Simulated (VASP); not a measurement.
A run of VASP 6.6.1 is set up as follows.

Contents of INCAR:

```
  PREC = Accurate
  ENCUT = 520
  EDIFF = 1E-8
  ISMEAR = -1
  SIGMA = 0.03
  LREAL = F
  LASPH = T
  NELM = 80
  ALGO = Normal
  ISIF = 2
  LWAVE = F
  LCHARG = F
  GGA = PS
  LEFG = T
  NBANDS = 16
```

Contents of KPOINTS:

```
Automatic mesh
0
Gamma
  9 9 9
```

File POSCAR:

```
ZrS
1.0
    0.0000000000      2.6250000000      2.6250000000
    2.6250000000      0.0000000000      2.6250000000
    2.6250000000      2.6250000000      0.0000000000
Zr S
1 1
Direct
    0.0000000000      0.0000000000      0.0000000000
    0.5000000000      0.5000000000      0.5000000000
```

Potentials or basis: VASP PAW PBE potentials, release 64 (Zr_sv, S).

Run with:

```bash
$ cat potpaw_PBE.64/Zr_sv/POTCAR potpaw_PBE.64/S/POTCAR > POTCAR
$ mpirun -np 1 vasp_std > vasp.out
```

(1) Estimate the band gap on the k mesh.

(2) What does it give for the pressure?

Answers

(1) zero (band 9 reaches 11.73 eV, above the bottom of band 10 at 9.24 eV).

(2) -6.3 GPa.

Caveat: without QUAD_EFG the Cq values of the log hold for a quadrupole moment of 1 mb, not for the nuclei; the PAW data sets were made with another functional, which shifts forces and pressure a little.
